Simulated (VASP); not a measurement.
ZnS: single point with r2SCAN

The system is ZnS.

```
CELL_PARAMETERS angstrom
0.00000 2.69452 2.69452
2.69452 0.00000 2.69452
2.69452 2.69452 0.00000
ATOMIC_POSITIONS crystal
Zn 0.75000 0.75000 0.75000
S 0.00000 0.00000 0.00000
```

```yaml
Program: VASP 6.6.1
Task: single point
Functional: r2SCAN
Potentials_or_basis: VASP PAW PBE potentials, release 64 (Zn, S)
Cutoff: 520 eV
k_mesh: 16 × 16 × 16
Occupations: fermi-dirac, width 0.1 eV
Spin: no spin polarisation
```

The pressure is 0.0 GPa. The band gap on the k mesh is 2.71 eV.

Levels at points of the mesh, in eV from the valence-band top:
```csv
k point,band 5,band 6,band 7,band 8,band 9,band 10,band 11,band 12,band 13,band 14
"(0.00, 0.00, 0.00)",-5.98,-5.98,0.00,0.00,0.00,2.71,6.90,6.90,6.90,12.31
"(0.50, 0.00, 0.00)",-5.95,-5.78,-5.45,-0.90,-0.90,3.83,7.39,7.39,9.45,12.90
"(0.50, 0.50, 0.00)",-5.90,-5.76,-4.65,-2.31,-2.31,3.71,4.48,11.83,12.88,12.88
```

Wall time 2.1 min on 1 thread of Intel(R) Xeon(R) 6975P-C (Granite Rapids), with other jobs on the host, peak memory 0.22 GiB.

Caveat: the PAW data sets were made with another functional, which shifts forces and pressure a little. A k mesh can miss the band edges.
